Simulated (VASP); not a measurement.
Write the native input for VASP 6.6.1 that does the following.

| Quantity | Value |
| --- | --- |
| Task | single point |
| Functional | PBE |
| Potentials or basis | VASP PAW PBE potentials, release 64 (Nb_sv, H) |
| Cutoff | 520 eV |
| k mesh | 3 × 3 × 3 |
| Occupations | gaussian, width 0.1 eV |
| Spin | no spin polarisation |
| Dipole correction | no |
| Further INCAR settings | LREAL = Auto; ALGO = Normal; EDIFF = 1e-06; NBANDS = 118 |

The structure of Nb16H (a cell with a defect) lies in POSCAR:

```
Nb16H
1.0
    6.6000000000      0.0000000000      0.0000000000
    0.0000000000      6.6000000000      0.0000000000
    0.0000000000      0.0000000000      6.6000000000
Nb H
16 1
Direct
   -0.0007365152      0.0010013636      0.0001765152
    0.4992916667     -0.0001654545      0.0025472727
   -0.0007372727      0.4988966667      0.0001719697
   -0.0006292424      0.0063298485      0.4945698485
    0.2492560606      0.2499506061      0.2477693939
    0.4992900000      0.5000704545      0.0025436364
    0.4993071212     -0.0001971212      0.5018675758
    0.7494645455      0.2499498485      0.2478446970
   -0.0006331818      0.4935637879      0.4945719697
    0.2502925758      0.7499477273      0.2501462121
    0.2492351515      0.2499515152      0.7484715152
    0.4993039394      0.5000969697      0.5018668182
    0.7483177273      0.7499463636      0.2502315152
    0.7493974242      0.2499489394      0.7484790909
    0.2556098485      0.7499525758      0.7557471212
    0.7428142424      0.7499477273      0.7558277273
   -0.0009207576      0.7499512121      0.6254234848
```

These files were run (other wordings do the same):

INCAR

```
PREC     = Accurate       # precision mode
ENCUT    = 520            # plane-wave cutoff, eV
EDIFF    = 1E-6           # SCF threshold, eV
ISMEAR   = 0              # smearing method
SIGMA    = 0.1            # smearing width, eV
LREAL    = Auto         
LASPH    = True           # aspherical terms in the spheres
NELM     = 60             # most SCF steps
ALGO     = Normal         # electronic algorithm
ISIF     = 2              # what is computed and relaxed
LWAVE    = False          # write WAVECAR
LCHARG   = True           # write CHGCAR
GGA      = PE             # functional
LELF     = True           # ELF
LVHAR    = True         
NBANDS   = 118            # bands
```

KPOINTS

```
Automatic mesh
0
Gamma
  3 3 3
```

Potentials or basis: VASP PAW PBE potentials, release 64 (Nb_sv, H).

Run with:

```console
$ cat potpaw_PBE.64/Nb_sv/POTCAR potpaw_PBE.64/H/POTCAR > POTCAR
$ mpirun -np 1 vasp_std > vasp.out
```

It gave:

| Property | Result |
| --- | --- |
| Pressure | 2.2 GPa |
| Largest force | 0.010 eV/Å |
| Band gap on the k mesh | zero (an odd number of electrons rules out a gap without spin polarisation) |

It took 20 min on 1 thread of Intel(R) Xeon(R) Platinum 8259CL CPU @ 2.50GHz (Skylake/Cascade Lake) (shared host), peak memory 0.46 GiB.
